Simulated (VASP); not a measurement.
Set up this calculation in VASP 6.6.1, as the native input.

| Quantity | Value |
| --- | --- |
| Task | single point |
| Functional | PBE |
| Dispersion | D3(BJ) |
| Potentials or basis | VASP PAW PBE potentials, release 64 (O, H, C) |
| Cutoff | 520 eV |
| k mesh | 1 × 1 × 1 |
| Occupations | fermi-dirac, width 0.02 eV |
| Spin | no spin polarisation |
| Dipole correction | no |
| Further INCAR settings | LREAL = Auto; ALGO = Normal; EDIFF = 1e-06; NBANDS = 61 |

The structure of H18CO10 lies in POSCAR:

```
H18CO10
1.0
    6.7165700000      0.0000000000      0.0000000000
    0.0000000000      6.7165700000      0.0000000000
    0.0000000000      0.0000000000      6.7165700000
O H C
10 18 1
Direct
    0.4663243292      0.0108537542      0.4250532638
    0.4802897908      0.6070806974      0.9267527920
    0.9989771565      0.6120683623      0.1104581654
    0.8315107265      0.9957612293      0.8424091463
    0.1850944753      0.3789880847      0.4966523091
    0.0369533854      0.2313383170      0.0555491866
    0.3747597360      0.6479348834      0.3052004222
    0.4248448241      0.2196061383      0.8202549813
    0.8579825715      0.5193871277      0.6092097603
    0.7834504814      0.2448571220      0.4490387207
    0.3796282924      0.0712714972      0.3248235334
    0.5871449267      0.0979071163      0.4044921738
    0.6122321363      0.6675133290      0.9054919401
    0.4867663108      0.4686618319      0.8842459767
    1.1040605547      0.6624512214      0.1970499824
    0.9985900541      0.6943722763     -0.0092160135
    0.8938044270      1.0801346521      0.9528822003
    0.8537988884      1.0747747734      0.7187001699
    0.2681428169      0.4757338939      0.4199167134
    0.1066913618      0.3041582236      0.3906607093
    0.0142036784      0.3800600604      0.0652714109
    0.1727667545      0.2310256574      0.0007146505
    0.4480560762      0.7661946499      0.3598860728
    0.4262294594      0.6205548368      0.1642802800
    0.3795687382      0.1898885890      0.6821041097
    0.5338439114      0.1187213116      0.8277290343
    0.9987538282      0.4629297394      0.5665838367
    0.5675367040      0.4415795562      0.5440276808
    0.7281841773      0.3979114340      0.5346776703
```

These files were run (other wordings do the same):

INCAR

```
ALGO = Normal
EDIFF = 1E-6
ENCUT = 520
GGA = PE
ISIF = 2
ISMEAR = -1
IVDW = 12
LASPH = True
LCHARG = False
LREAL = Auto
LWAVE = False
NBANDS = 61
NELM = 80
PREC = Accurate
SIGMA = 0.02
```

KPOINTS

```
k-points
0
Gamma
  1 1 1
```

Potentials or basis: VASP PAW PBE potentials, release 64 (O, H, C).

Command:

```sh
$ cat potpaw_PBE.64/O/POTCAR potpaw_PBE.64/H/POTCAR potpaw_PBE.64/C/POTCAR > POTCAR
$ mpirun -np 1 vasp_gam > vasp.out
```

It gave:

| Item | Value |
| --- | --- |
| Pressure | -0.1 GPa |
| Largest force | 1.905 eV/Å |
| Band gap on the k mesh | 4.95 eV |
| Dispersion energy per atom | -0.036 eV |

Caveat: the k points lie up to 0.94 Å⁻¹ apart.

Run time: 44 s on 1 thread of AMD EPYC 7R13 Processor (Zen 3) (shared host), peak memory 0.29 GiB.
